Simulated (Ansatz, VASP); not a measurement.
**Two plane-wave programs on KI**

```
CELL_PARAMETERS angstrom
0.00000 3.53277 3.53277
3.53277 0.00000 3.53277
3.53277 3.53277 0.00000
ATOMIC_POSITIONS crystal
K 0.00000 0.00000 0.00000
I 0.50000 0.50000 0.50000
```

Alike in both runs: task relaxation of cell and atoms; functional LDA; k mesh 6 × 6 × 6; occupations gaussian, width 0.02 eV; no spin polarisation.

|  | VASP | Ansatz |
| --- | --- | --- |
| version | VASP 6.6.1 | Ansatz 0.2.0 |
| potentials or method | VASP PAW LDA potentials, release 64 (K_sv, I), cutoff 500 eV | scalar-relativistic, plane waves, PAW |
| valence electrons in the cell | 16 | 26 |

```tsv
	VASP	Ansatz	Ansatz less VASP
gap on the k mesh at the Fermi level, each at its own relaxed structure (eV)	3.87	3.87	-0.001
relaxed volume (Å³/atom)	39.75	39.62	-0.126
relaxed cell length with the largest relative difference (Å)	4.826	4.821	-0.0051
```

LDA's correlation is that of Perdew and Zunger in VASP and of Perdew and Wang (1992) in Ansatz. VASP's potentials hold 16 valence electrons a cell and Ansatz's 26, so a difference there can come from the potentials and not from the codes.

Spin-orbit coupling is off throughout.
